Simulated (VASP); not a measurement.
Write the native input for VASP 6.6.1 that does the following.

| Property | Result |
| --- | --- |
| Task | single point |
| Functional | PBEsol |
| Potentials or basis | VASP PAW PBE potentials, release 64 (Ti_sv) |
| Cutoff | 520 eV |
| k mesh | 8 × 8 × 8 |
| Occupations | gaussian, width 0.1 eV |
| Spin | collinear spin, ferromagnetic start |
| Starting moments | [1.0] μB |
| Dipole correction | no |
| Further INCAR settings | ALGO = Normal; EDIFF = 1e-06; NBANDS = 16 |

The structure of Ti lies in POSCAR:

```
Ti
1.0
    3.9556712500      0.0000000000      0.0000000000
    0.0000000000      3.9556712500      0.0000000000
    0.0000000000      0.0000000000      3.9556712500
Ti
1
Direct
    0.0000000000      0.0000000000      0.0000000000
```

These files were run (other wordings do the same):

INCAR

```
SYSTEM = Ti
ALGO = Normal
EDIFF = 1E-6
ENCUT = 520
GGA = PS
ISIF = 2
ISMEAR = 0
ISPIN = 2
LASPH = .TRUE.
LCHARG = .FALSE.
LMAXMIX = 4
LORBIT = 11
LREAL = .FALSE.
LWAVE = .FALSE.
MAGMOM = 1
NBANDS = 16
NELM = 150
PREC = Accurate
SIGMA = 0.1
```

KPOINTS

```
k-points
0
G
  8 8 8
  0 0 0
```

Potentials or basis: VASP PAW PBE potentials, release 64 (Ti_sv).

Launch:

```bash
$ cat potpaw_PBE.64/Ti_sv/POTCAR > POTCAR
$ mpirun -np 1 vasp_std > vasp.out
```

It gave:

| Item | Value |
| --- | --- |
| Pressure | -7.1 GPa |
| Net moment | 2.87 μB per cell |
| Site moments | Ti +1.93 μB |
| Valence electrons inside the program's atomic spheres | Ti 10.02 |

Caveat: the PAW data sets were made with another functional, which shifts forces and pressure a little.

Wall time 54 s on 1 thread of AMD EPYC 7R43 64-Core Processor (Zen 3) (shared host), peak memory 0.17 GiB.
